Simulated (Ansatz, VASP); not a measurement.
## BW3 in VASP and in Ansatz

```
B W
1.0
     0.00000    3.04828    3.04828
     3.04828    0.00000    3.04828
     3.04828    3.04828    0.00000
B W
1 3
Cartesian
  0.0000 0.0000 0.0000
  1.5241 1.5241 1.5241
  4.5724 4.5724 4.5724
  3.0483 3.0483 3.0483
```

Change from the starting cell: species swapped into the Ta3Os type (Fm-3m, No. 225).

Alike in both runs: task relaxation of cell and atoms; functional PBE; k mesh 14 × 14 × 14; occupations gaussian, width 0.1 eV; no spin polarisation.

```csv
,VASP,Ansatz
version,VASP 6.6.1,Ansatz 0.2.0
potentials or method,"VASP PAW PBE potentials, release 64 (B, W_sv), cutoff 600 eV","scalar-relativistic, plane waves, PAW"
valence electrons in the cell,45,45
```

VASP gave:

```
gap on the k mesh at the Fermi level, each at its own relaxed structure (eV) : none
relaxed volume (Å³/atom)                                                     : 14.18
relaxed length of the cell vector where the two differ most in proportion (Å)              : 4.313
```

Question: Estimate Ansatz's values.

Answer: gap on the k mesh at the Fermi level, each at its own relaxed structure (eV): none; relaxed volume (Å³/atom): 14.15; relaxed length of the cell vector where the two differ most in proportion (Å): 4.309.

A gap of «none» marks a metal or a gap that the smearing closes.

Neither program's run includes spin-orbit coupling.
